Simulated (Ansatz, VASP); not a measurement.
Given: the input of a run of Ansatz 0.2.0 on CdTe.

File input.yaml:

```yaml
crystal:
  lattice:
    - [0.0, 3.205, 3.205]
    - [3.205, 0.0, 3.205]
    - [3.205, 3.205, 0.0]
  atoms:
    - { symbol: Te, position: [0.75, 0.75, 0.75] }
    - { symbol: Cd, position: [0.0, 0.0, 0.0] }
kpoints:
  mp_grid: { grid: [7, 7, 7] }
scf:
  occupations: { method: fermi_dirac, width: 0.05 }
hamiltonian:
  xc: rpbe
  pseudopotentials: { kind: all_electron, lapw: { basis_error: 0.001 } }
output:
  forces: true
  stress: true
relax:
  f_tol: 0.005
  max_steps: 60
  cell: {}
```

Potentials or basis: all-electron LAPW, scalar-relativistic.

Run with:

```sh
$ ansatz run input.yaml --threads 1 --pin off --max-ram 3072MiB --backend cpu --events-out ev --progress --plain --runs-dir out
```

Q: Translate it to VASP 6.6.1. Potentials there: VASP PAW PBE potentials, release 64 (Te, Cd).

A: As run (the cutoff follows the program's own potentials):

INCAR

```
PREC     = Accurate       # precision mode
ENCUT    = 600            # plane-wave cutoff, eV
EDIFF    = 1E-6           # SCF threshold, eV
ISMEAR   = -1             # smearing method
SIGMA    = 0.05           # smearing width, eV
LREAL    = False          # projectors in reciprocal space
LASPH    = True           # aspherical terms in the spheres
NELM     = 80             # most SCF steps
ALGO     = Normal         # electronic algorithm
ISIF     = 3              # what is computed and relaxed
LWAVE    = False          # write WAVECAR
LCHARG   = False          # write CHGCAR
GGA      = RP             # functional
IBRION   = 2              # ionic algorithm
NSW      = 80             # ionic steps
EDIFFG   = -0.005         # ionic threshold
```

The input KPOINTS:

```
regular mesh
0
Gamma
  7 7 7
```

Contents of POSCAR:

```
CdTe
1.0
    0.0000000000      3.2050000000      3.2050000000
    3.2050000000      0.0000000000      3.2050000000
    3.2050000000      3.2050000000      0.0000000000
Te Cd
1 1
Direct
    0.7500000000      0.7500000000      0.7500000000
    0.0000000000      0.0000000000      0.0000000000
```

Potentials or basis: VASP PAW PBE potentials, release 64 (Te, Cd).

Command:

```bash
$ cat potpaw_PBE.64/Te/POTCAR potpaw_PBE.64/Cd/POTCAR > POTCAR
$ mpirun -np 1 vasp_std > vasp.out
```

Both were run:

|  | VASP | Ansatz | Ansatz less VASP |
| --- | --- | --- | --- |
| relaxed volume (Å³/atom) | 38.00 | 37.98 | -0.025 |
| relaxed cell length with the largest relative difference (Å) | 4.755 | 4.754 | -0.0010 |

VASP's potentials were made for PBE, not for RPBE. Ansatz ran all-electron here, and VASP with PAW potentials.

Neither program's run includes spin-orbit coupling. Noted on VASP's run: the volume moved by over 15 % at a fixed basis, so the end points are rough. Noted on Ansatz's run: the volume moved by over 15 % at a fixed basis, so the end points are rough.
